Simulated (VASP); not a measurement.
Set up this calculation in VASP 6.6.1, as the native input.

```yaml
Task: single point
Functional: PBE
Potentials_or_basis: VASP PAW PBE potentials, release 64 (Si, Li_sv)
Cutoff: 520 eV
k_mesh: 2 × 2 × 2
Occupations: gaussian, width 0.05 eV
Spin: collinear spin, zero start
Starting_moments: "[0.0, 0.0, 0.0, 0.0, 0.0, 0.0, 0.0, 0.0, 0.0, 0.0, 0.0, 0.0, 0.0, 0.0, 0.0, 0.0, 0.0] μB"
Dipole_correction: no
Further_INCAR_settings: LREAL = Auto; ALGO = Normal; EDIFF = 1e-07; NBANDS = 52
```

The structure of LiSi16 (a cell with a defect) lies in POSCAR:

```
LiSi16
1.0
    0.0000000000      5.4300000000      5.4300000000
    5.4300000000      0.0000000000      5.4300000000
    5.4300000000      5.4300000000      0.0000000000
Si Li
16 1
Direct
    0.0001935543     -0.0022022099     -0.0016373849
    0.1156920810      0.1208057090      0.1332878453
   -0.0000398711      0.0051803867      0.5050557090
    0.1298500921      0.1262337017      0.6261075506
   -0.0220765193      0.5055472376      0.0054232965
    0.1191865562      0.6231917127      0.1230661142
    0.0001930018      0.4984887661      0.4976720074
    0.1156914365      0.6334124309      0.6206816759
    0.5000871087     -0.0157545120      0.0054451197
    0.6257813996      0.1173265193      0.1227845304
    0.5021099448     -0.0026686924      0.4972034991
    0.6279966851      0.1212942910      0.6211686924
    0.4942177716      0.4920109576     -0.0081164825
    0.6121215470      0.6181607735      0.1180359116
    0.5000864641      0.5055706262      0.4841205341
    0.6257808471      0.6229123389      0.6171990792
    0.3387988029      0.3462617864      0.8461372928
```

One way to write it, as run:

INCAR

```
PREC     = Accurate       # precision mode
ENCUT    = 520            # plane-wave cutoff, eV
EDIFF    = 1E-7           # SCF threshold, eV
ISMEAR   = 0              # smearing method
SIGMA    = 0.05           # smearing width, eV
LREAL    = Auto         
LASPH    = True           # aspherical terms in the spheres
NELM     = 150            # most SCF steps
ALGO     = Normal         # electronic algorithm
ISIF     = 2              # what is computed and relaxed
LWAVE    = False          # write WAVECAR
LCHARG   = False          # write CHGCAR
ISPIN    = 2              # spin polarisation
MAGMOM   = 0 0 0 0 0 0 0 0 0 0 0 0 0 0 0 0 0 # initial moments
LORBIT   = 11             # projections on sites
GGA      = PE             # functional
NBANDS   = 52             # bands
```

KPOINTS

```
Automatic mesh
0
Gamma
  2 2 2
```

Potentials or basis: VASP PAW PBE potentials, release 64 (Si, Li_sv).

Command:

```sh
$ cat potpaw_PBE.64/Si/POTCAR potpaw_PBE.64/Li_sv/POTCAR > POTCAR
$ mpirun -np 1 vasp_std > vasp.out
```

It gave:

- Largest force: 0.672 eV/Å
- Net moment: 0.00 μB per cell
- Valence electrons inside the program's atomic spheres: Si 1.70, 1.69, 1.71 (each value once); Li 2.14

Caveat: the k points lie up to 0.50 Å⁻¹ apart.

Wall time 2.7 min on 1 thread of Intel(R) Xeon(R) 6975P-C (Granite Rapids), with other jobs on the host, peak memory 0.69 GiB.
